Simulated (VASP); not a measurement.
Input of a VASP 6.6.1 run:

The input INCAR:

```
ALGO = Normal ; EDIFF = 1E-6
ENCUT = 520 ; GGA = CA
ISIF = 2 ; ISMEAR = -1
LASPH = True ; LCHARG = False
LREAL = False ; LWAVE = False
NBANDS = 39 ; NELM = 80
PREC = Accurate ; SIGMA = 0.05
```

File KPOINTS:

```
k-points
0
Gamma
  12 8 1
```

File POSCAR:

```
Hf
1.0
    3.1189746401      0.0000000000      0.0000000000
    0.0000000000      4.9420572749      0.0000000000
    0.0000000000      0.0000000000     22.3026000000
Hf
6
Direct
    0.7500000000      0.7500000000      0.3631568204
    0.2500000000      0.2500000000      0.4027226110
    0.2500000000      0.7500000000      0.4773401564
    0.7500000000      0.2500000000      0.5226598223
    0.7500000000      0.7500000000      0.5972774648
    0.2500000000      0.2500000000      0.6368431251
```

Potentials or basis: VASP PAW LDA potentials, release 64 (Hf_pv).

The run is started by

```console
$ cat potpaw_LDA.64/Hf_pv/POTCAR > POTCAR
$ mpirun -np 1 vasp_std > vasp.out
```

Question: Predict the band gap on the k mesh.

Answer: Zero (bands 30 and 31 overlap by 0.49 eV).

Question: Predict the largest force.

Answer: 0.020 eV/Å.

Forces in eV/Å, atoms in the order of the input:
```
Hf   0.000  0.000  0.015
Hf   0.000  0.000 -0.010
Hf   0.000  0.000 -0.020
Hf   0.000  0.000  0.020
Hf   0.000  0.000  0.010
Hf   0.000  0.000 -0.015
```

Caveat: there is no dipole correction, which matters where the two faces differ; spin-orbit coupling is left out, which moves the levels of the heavy elements.
